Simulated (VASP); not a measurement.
Write the native input for VASP 6.6.1 that does the following.

- Task: single point
- Functional: PBEsol
- Potentials or basis: VASP PAW PBE potentials, release 64 (Zr_sv, O)
- Cutoff: 600 eV
- k mesh: 8 × 8 × 8
- Occupations: gaussian, width 0.05 eV
- Spin: no spin polarisation
- Dipole correction: no
- Further INCAR settings: ALGO = Normal; EDIFF = 1e-06; NBANDS = 19

The structure of ZrO2 lies in POSCAR:

```
ZrO2
1.0
    0.0000000000      2.3890702453      2.3890702453
    2.3890702453      0.0000000000      2.3890702453
    2.3890702453      2.3890702453      0.0000000000
Zr O
1 2
Direct
    0.0000000000      0.0000000000      0.0000000000
    0.2500000000      0.2500000000      0.2500000000
    0.7500000000      0.7500000000      0.7500000000
```

One way to write it, as run:

INCAR

```
SYSTEM = ZrO2
PREC = Accurate
ENCUT = 600
EDIFF = 1E-6
ISMEAR = 0
SIGMA = 0.05
LREAL = .False.
LASPH = .True.
NELM = 120
ALGO = Normal
ISIF = 2
LWAVE = .False.
LCHARG = .False.
GGA = PS
NBANDS = 19
GGA_COMPAT = .False.
```

KPOINTS

```
Automatic mesh
0
Gamma
  8 8 8
  0 0 0
```

Potentials or basis: VASP PAW PBE potentials, release 64 (Zr_sv, O).

Launch:

```bash
$ cat potpaw_PBE.64/Zr_sv/POTCAR potpaw_PBE.64/O/POTCAR > POTCAR
$ mpirun -np 1 vasp_std > vasp.out
```

It gave:

The pressure is 64.6 GPa and the band gap on the k mesh is 3.74 eV (least direct gap 4.36 eV).

Caveat: the cell stands under pressure; the PAW data sets were made with another functional, which shifts forces and pressure a little.

Wall time 19 s on 1 thread of AMD EPYC 7R43 64-Core Processor (Zen 3), with other jobs on the host, peak memory 0.13 GiB.
